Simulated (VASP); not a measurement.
# NaCl (I-4m2) in VASP: single point with PBE

Aim: the single point of NaCl with PBE.

All numbers are computed with VASP 6.6.1; they aren't measurements. Logs are shortened: lines on timing, memory, paths and dates and some standing lists are left out, and cuts for length are marked.

## 1. The cell of the first run

Symmetry: I-4m2, No. 119, tetragonal system. The conventional cell has a = 4.366 Å, b = 4.366 Å, c = 6.422 Å, α = 90.00°, β = 90.00°, γ = 90.00°. Within 3.6 Å of Na (site symmetry -4m2) lie 4 Cl at 2.71 Å. Cl (site symmetry -4m2) has 4 Na at 2.71 Å within 3.6 Å.

## 2. Single point, PBE (uniaxial x strain +4.0%)

Input file INCAR:

```
ALGO = Normal
EDIFF = 1E-6
ENCUT = 520
GGA = PE
ISIF = 2
ISMEAR = -1
LASPH = True
LCHARG = False
LREAL = False
LWAVE = False
NBANDS = 14
NELM = 100
PREC = Accurate
SIGMA = 0.02
```

Input file KPOINTS:

```
k-points
0
Gamma
  8 8 8
```

Input file POSCAR:

```
NaCl
1.0
    0.0000000000      3.0872727775      3.0872727775
    3.2110724159      0.0000000000      3.0872727775
    3.2110724159      3.0872727775      0.0000000000
Na Cl
1 1
Direct
    0.0000000000      0.0000000000      0.0000000000
    0.2500000000      0.2500000000      0.2500000000
```

Potentials or basis: VASP PAW PBE potentials, release 64 (Na_pv, Cl).

Started as:

```console
cat potpaw_PBE.64/Na_pv/POTCAR potpaw_PBE.64/Cl/POTCAR > POTCAR
mpirun -np 1 vasp_std > vasp.out
```

OUTCAR:

```text
EDIFF = 1E-6
   ENCUT = 520
   GGA = PE
   ISIF = 2
   ISMEAR = -1
   LASPH = True
   LREAL = False
   NELM = 100
   PREC = Accurate

 ion  position               nearest neighbor table
   1  0.000  0.000  0.000-   2 2.71   2 2.71   2 2.71   2 2.71
   2  0.250  0.250  0.250-   1 2.71   1 2.71   1 2.71   1 2.71

  LATTYP: Found a body centered tetragonal cell.
 ALAT       =     4.3660630327
 C/A-ratio  =     1.4709235262

  Lattice vectors:

 A1 = (   3.2110724159,   0.0000000000,   3.0872727775)
 A2 = (   3.2110724159,   0.0000000000,  -3.0872727775)
 A3 = (  -3.2110724159,   3.0872727775,   0.0000000000)

Analysis of symmetry for initial positions (statically):
=====================================================================
 Subroutine PRICEL returns:
 Original cell was already a primitive cell.

 Routine SETGRP: Setting up the symmetry group for a
 body centered tetragonal supercell.

 Subroutine GETGRP returns: Found  8 space group operations
 (whereof  8 operations were pure point group operations)
 out of a pool of 16 trial point group operations.

The static configuration has the point symmetry D_2d.

Analysis of symmetry for dynamics (positions and initial velocities):
=====================================================================
 Subroutine PRICEL returns:
 Original cell was already a primitive cell.

 Routine SETGRP: Setting up the symmetry group for a
 body centered tetragonal supercell.

 Subroutine GETGRP returns: Found  8 space group operations
 (whereof  8 operations were pure point group operations)
 out of a pool of 16 trial point group operations.

The dynamic configuration has the point symmetry D_2d.

 Subroutine INISYM returns: Found  8 space group operations
 (whereof  8 operations are pure point group operations),
 and found     1 'primitive' translations

----------------------------------------------------------------------------------------

                                     Primitive cell

  volume of cell :      61.2111

  direct lattice vectors                    reciprocal lattice vectors
     0.000000000  3.087272777  3.087272777    -0.155711219  0.161955239  0.161955239
     3.211072416  0.000000000  3.087272777     0.155711219 -0.161955239  0.161955239
     3.211072416  3.087272777  0.000000000     0.155711219  0.161955239 -0.161955239

  length of vectors
     4.366063033  4.454462848  4.454462848     0.276956644  0.276956644  0.276956644

  position of ions in fractional coordinates (direct lattice)
     0.000000000  0.000000000  0.000000000
     0.250000000  0.250000000  0.250000000

  ion indices of the primitive-cell ions
   primitive index   ion index
                 1           1
                 2           2

----------------------------------------------------------------------------------------

 KPOINTS: k-points

Automatic generation of k-mesh.
 Grid dimensions read from file:
 generate k-points for:    8    8    8

 Generating k-lattice:

  Cartesian coordinates                     Fractional coordinates (reciprocal lattice)
    -0.019463902  0.020244405  0.020244405     0.125000000 -0.000000000 -0.000000000
     0.019463902 -0.020244405  0.020244405     0.000000000  0.125000000  0.000000000
     0.019463902  0.020244405 -0.020244405     0.000000000  0.000000000  0.125000000

  Length of vectors
     0.034619580  0.034619580  0.034619580

  Shift w.r.t. Gamma in fractional coordinates (k-lattice)
     0.000000000  0.000000000  0.000000000

 Subroutine IBZKPT returns following result:
 ===========================================

 Found     59 irreducible k-points:

 Following reciprocal coordinates:
            Coordinates               Weight
  0.000000  0.000000  0.000000      1.000000
  0.125000  0.000000  0.000000      8.000000
  0.250000  0.000000  0.000000      8.000000
  0.375000  0.000000  0.000000      8.000000
  0.500000  0.000000  0.000000      4.000000
  0.125000  0.125000  0.000000      4.000000
[... 16 lines left out ...]
  0.250000  0.125000  0.125000      4.000000
  0.375000  0.125000  0.125000      8.000000
 [... further k-points ...]
   k-points           NKPTS =     59   k-points in BZ     NKDIM =     59   number of bands    NBANDS=     14
   number of dos      NEDOS =    301   number of ions     NIONS =      2
   total plane-waves  NPLWV =  41472
   dimension x,y,z NGX =    32 NGY =   36 NGZ =   36
   dimension x,y,z NGXF=    64 NGYF=   72 NGZF=   72
   ions per type =               1   1
   NGX,Y,Z   is equivalent  to a cutoff of  12.18, 13.44, 13.44 a.u.
   NGXF,Y,Z  is equivalent  to a cutoff of  24.37, 26.87, 26.87 a.u.
 SYSTEM =  unknown system
   PREC   = accura    normal or accurate (medium, high low for compatibility)
   ISTART =      0    job   : 0-new  1-cont  2-samecut
   ICHARG =      2    charge: 1-file 2-atom 10-const
   ISPIN  =      1    spin polarized calculation?
   LNONCOLLINEAR =      F non collinear calculations
   LSORBIT =      F    spin-orbit coupling
   LASPH  =      T    aspherical Exc in radial PAW
   ENCUT  =  520.0 eV  38.22 Ry    6.18 a.u.   8.12  8.28  8.28*2*pi/ulx,y,z
   NELM   =    100;   NELMIN=  2; NELMDL= -5     # of ELM steps
   EDIFF  = 0.1E-05   stopping-criterion for ELM
   LREAL  =      F    real-space projection
   EDIFFG = 0.1E-04   stopping-criterion for IOM
   NSW    =      0    number of steps for IOM
   IBRION =     -1    ionic relax: 0-MD 1-quasi-New 2-CG
   NFREE  =      0    steps in history (QN), initial steepest desc. (CG)
   ISIF   =      2    stress and relaxation
   ISYM   =      2    0-nonsym 1-usesym 2-fastsym
   POTIM  = 0.5000    time-step for ionic-motion
   TEBEG  =    0.0;   TEEND  =   0.0 temperature during run
   PSTRESS=    0.0 pullay stress
   NELECT =      14.0000    total number of electrons
   NUPDOWN=      -1.0000    fix difference up-down
   EMIN   =  10.00;   EMAX   =-10.00  energy-range for DOS
   EFERMI =   0.00;   METHOD = LEGACY
   ISMEAR =    -1;   SIGMA  =   0.02  broadening in eV -4-tet -1-fermi 0-gaus
   EFERMI_NEDOS =   21; number of points for ismear=-14 and -15
   IALGO  =     38    algorithm
   IMIX   =      4    mixing-type and parameters
     AMIX     =   0.40;   BMIX     =  1.00
     AMIX_MAG =   1.60;   BMIX_MAG =  1.00
  volume/ion in A,a.u.               =      30.61       206.54
  Fermi-wavevector in a.u.,A,eV,Ry     =   1.001169  1.891935 13.637660  1.002340
  Thomas-Fermi vector in A             =   2.133574
   LORBIT       =      0    0 simple, 1 ext, 2 COOP (PROOUT), +10 PAW based schemes
   GGA     = PE    functional components
   LHFCALC =     F    Hartree Fock is set to
   AEXX    =    0.0000 exact exchange contribution
   IVDW    =     0    specifies the selected vdW correction
   LEPSILON=     F    determine dielectric tensor
   LRPA    =     F    only Hartree local field effects (RPA)
 non-spin polarized calculation
  energy-cutoff  :      520.00
  volume of cell :       61.21
 maximum number of plane-waves:      1680
   NGX = 17   NGY = 17   NGZ = 17

 number of electron      14.0000002 magnetization

 Free energy of the ion-electron system (eV)
  ---------------------------------------------------
  ext. energy  EPLUGINS =         0.00000000
  ---------------------------------------------------
  free energy    TOTEN  =        -6.64241689 eV

  energy without entropy =       -6.64241689  energy(sigma->0) =       -6.64241689

 E-fermi :  -2.0290     XC(G=0):  -6.7132

 val. band max:       -2.5316166596   @ k =   0.0000   0.0000   0.0000
 cond. band min:       2.2982047872   @ k =   0.0000   0.0000   0.0000
 fundamental gap:      4.8298214468
 Fermi energy:        -2.0289783615

 k-point     1 :       0.0000    0.0000    0.0000
  band No.  band energies     occupation
      1     -23.2517      2.00000
      2     -23.2517      2.00000
      3     -23.2469      2.00000
      4     -14.6227      2.00000
      5      -2.5723      2.00000
      6      -2.5316      2.00000
      7      -2.5316      2.00000
      8       2.2982      0.00000
      9       8.5007      0.00000
     10       8.5845      0.00000
     11       8.5845      0.00000
     12      10.0647      0.00000
     13      10.6015      0.00000
     14      12.2572      0.00000

 k-point     2 :       0.1250    0.0000    0.0000
  band No.  band energies     occupation
      1     -23.2531      2.00000
      2     -23.2519      2.00000
      3     -23.2475      2.00000
      4     -14.6042      2.00000
      5      -2.7282      2.00000
      6      -2.5742      2.00000
      7      -2.5416      2.00000
      8       2.6446      0.00000
      9       8.1539      0.00000
     10       8.6016      0.00000
     11       8.6955      0.00000
     12       9.7718      0.00000
     13      10.1871      0.00000
     14      11.9726      0.00000

 k-point     3 :       0.2500    0.0000    0.0000
  band No.  band energies     occupation
      1     -23.2567      2.00000
      2     -23.2523      2.00000
      3     -23.2485      2.00000
      4     -14.5592      2.00000
      5      -3.1033      2.00000
      6      -2.6154      2.00000
      7      -2.5654      2.00000
      8       3.4728      0.00000
      9       7.3646      0.00000
     10       8.3943      0.00000
     11       8.6508      0.00000
     12      10.0288      0.00000
     13      10.1536      0.00000
     14      11.3060      0.00000

 k-point     4 :       0.3750    0.0000    0.0000
  band No.  band energies     occupation
      1     -23.2607      2.00000
      2     -23.2527      2.00000
      3     -23.2493      2.00000
      4     -14.5136      2.00000
      5      -3.4213      2.00000
      6      -2.6544      2.00000
      7      -2.5888      2.00000
      8       4.3923      0.00000
      9       6.6084      0.00000
     10       8.0238      0.00000
     11       8.3200      0.00000
     12      11.0067      0.00000
     13      11.0559      0.00000
     14      11.3181      0.00000

 k-point     5 :       0.5000    0.0000    0.0000
  band No.  band energies     occupation
      1     -23.2623      2.00000
      2     -23.2528      2.00000
      3     -23.2495      2.00000
      4     -14.4946      2.00000
      5      -3.5411      2.00000
      6      -2.6702      2.00000
      7      -2.5983      2.00000
      8       4.8992      0.00000
      9       6.1908      0.00000
     10       7.8754      0.00000
     11       8.1750      0.00000
[... 276 lines left out ...]
 k-point    22 :       0.0000    0.1250    0.1250
  band No.  band energies     occupation
      1     -23.2521      2.00000
      2     -23.2521      2.00000
      3     -23.2488      2.00000
      4     -14.5993      2.00000
      5      -2.7554      2.00000
      6      -2.5701      2.00000
      7      -2.5701      2.00000
      8       2.7337      0.00000
      9       8.0814      0.00000
     10       8.7577      0.00000
     11       8.7577      0.00000
     12       8.8683      0.00000
     13      10.7899      0.00000
     14      12.9444      0.00000

 k-point    23 :       0.2500    0.1250    0.1250
  band No.  band energies     occupation
      1     -23.2557      2.00000
      2     -23.2520      2.00000
      3     -23.2479      2.00000
      4     -14.5760      2.00000
      5      -2.9293      2.00000
      6      -2.6653      2.00000
      7      -2.5385      2.00000
      8       3.1643      0.00000
      9       7.7098      0.00000
     10       8.3373      0.00000
     11       8.9646      0.00000
     12       9.3691      0.00000
     13      10.3417      0.00000
     14      12.0640      0.00000

 k-point    24 :       0.3750    0.1250    0.1250
  band No.  band energies     occupation
      1     -23.2591      2.00000
      2     -23.2524      2.00000
      3     -23.2492      2.00000
      4     -14.5308      2.00000
      5      -3.2308      2.00000
      6      -2.7480      2.00000
      7      -2.5625      2.00000
      8       4.0423      0.00000
      9       7.0678      0.00000
     10       7.7961      0.00000
     11       8.6862      0.00000
     12       9.7574      0.00000
     13      11.1820      0.00000
     14      11.8294      0.00000

 [... further k-points ...]
[... 5 lines left out ...]
  --------------------------------------------------------------------------------------
  -------------------------------------------------------------------------------------
  Total       -0.0498527      0.0008338      0.0008338      0.0000000      0.0000000     -0.0000000
  in kB       -1.3048766      0.0218255      0.0218255      0.0000000      0.0000000     -0.0000000
  external PRESSURE =      -0.4204085 kB  Pullay stress =       0.0000000 kB

 VOLUME and BASIS-vectors are now :
 -----------------------------------------------------------------------------
  energy-cutoff  :      520.00
  volume of cell :       61.21
      direct lattice vectors                 reciprocal lattice vectors
     0.000000000  3.087272777  3.087272777    -0.155711219  0.161955239  0.161955239
     3.211072416  0.000000000  3.087272777     0.155711219 -0.161955239  0.161955239
     3.211072416  3.087272777  0.000000000     0.155711219  0.161955239 -0.161955239

 POSITION                                       TOTAL-FORCE (eV/Angst)
 -----------------------------------------------------------------------------------
      0.00000      0.00000      0.00000        -0.000000     -0.000000     -0.000000
      1.60554      1.54364      1.54364         0.000000      0.000000      0.000000
 -----------------------------------------------------------------------------------
    total drift:                               -0.000002      0.000006      0.000006

  FREE ENERGIE OF THE ION-ELECTRON SYSTEM (eV)
  ---------------------------------------------------
  free  energy   TOTEN  =        -6.6424168941 eV

  energy  without entropy=       -6.6424168941  energy(sigma->0) =       -6.64241689
```

Run time: 80 s. Hardware: 1 thread of Intel Xeon Platinum 8259CL at 2.50GHz (Skylake/Cascade Lake), shared host; peak memory 0.2 GiB.

Results:

* Free energy: -6.6424 eV
* Pressure: 0.0 GPa
* Band gap on the k mesh: 4.83 eV, direct

Stress tensor (GPa, compression positive):
```
-0.13  0.00  0.00
 0.00  0.00  0.00
 0.00  0.00  0.00
```

Levels at points of the mesh, in eV from the valence-band top:
| k point | band 5 | band 6 | band 7 | band 8 | band 9 | band 10 |
| --- | --- | --- | --- | --- | --- | --- |
| (0.00, 0.00, 0.00) | -0.04 | 0.00 | 0.00 | 4.83 | 11.03 | 11.12 |
| (0.50, 0.00, 0.00) | -1.01 | -0.14 | -0.07 | 7.43 | 8.72 | 10.41 |
| (0.50, 0.50, 0.00) | -0.90 | -0.33 | -0.31 | 7.01 | 8.92 | 10.43 |
| (0.00, 0.50, 0.50) | -0.96 | -0.25 | -0.25 | 6.98 | 9.10 | 10.05 |

Caveat: the cell differs from its parent crystal (uniaxial x strain +4.0%). A k mesh can miss the band edges.
